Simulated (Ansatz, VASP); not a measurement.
One calculation of ZrC, two programs

The input INCAR:

```
ALGO = Normal ; EDIFF = 1E-7
ENCUT = 520 ; GGA = PE
ISIF = 2 ; ISMEAR = -1
LASPH = True ; LCHARG = False
LREAL = False ; LWAVE = False
NBANDS = 15 ; NELM = 60
PREC = Accurate ; SIGMA = 0.05
```

Contents of KPOINTS:

```
k-points
0
Gamma
  15 15 15
```

Contents of POSCAR:

```
ZrC
1.0
    0.0470042000      2.3737121000      2.3737121000
    2.3737121000      0.0470042000      2.3737121000
    2.3737121000      2.3737121000      0.0470042000
Zr C
1 1
Direct
    0.5000000000      0.5000000000      0.5000000000
    0.0000000000      0.0000000000      0.0000000000
```

Input for Ansatz:

```yaml
crystal:
  lattice:
    - [0.0470042, 2.3737121, 2.3737121]
    - [2.3737121, 0.0470042, 2.3737121]
    - [2.3737121, 2.3737121, 0.0470042]
  atoms:
    - { symbol: Zr, position: [0.5, 0.5, 0.5] }
    - { symbol: C, position: [0.0, 0.0, 0.0] }
kpoints:
  mp_grid: { grid: [15, 15, 15] }
  band_path:
    path:
      - [0.0, 0.0, 0.0]
      - [0.5, 0.5, 0.5]
      - [0.2451701269, 0.5, 0.7548298731]
      - [-0.2451701269, 0.2451701269, 0.5]
      - [0.0, 0.0, 0.5]
      - [0.0, 0.0, 0.0]
      - [-0.3725850634, 0.0, 0.3725850634]
      - [0.0, 0.3725850634, 0.6274149366]
      - [0.0, 0.5, 0.5]
    npoints: 5
scf:
  occupations: { method: fermi_dirac, width: 0.05 }
hamiltonian:
  xc: pbe
  pseudopotentials: { kind: all_electron, lapw: { basis_error: 0.00025 } }
output:
  forces: true
  stress: true
  eigenvalues: true
```

Change from the starting cell: equal xy, yz and zx shear strains of +2 %.

Alike in both runs: task single point; functional PBE; k mesh 15 × 15 × 15; occupations fermi-dirac, width 0.05 eV; no spin polarisation.

|  | VASP | Ansatz |
| --- | --- | --- |
| version | VASP 6.6.1 | Ansatz 0.2.0 |
| potentials or method | VASP PAW PBE potentials, release 64 (Zr_sv, C), cutoff 520 eV | all-electron LAPW, scalar-relativistic |

```tsv
	VASP	Ansatz	Ansatz less VASP
pressure (GPa)	1.5	1.3	-0.19
traceless stress, the component that is largest in VASP (GPa)	-3.16	-3.16	-0.002
```

Ansatz ran all-electron here, and VASP with PAW potentials.
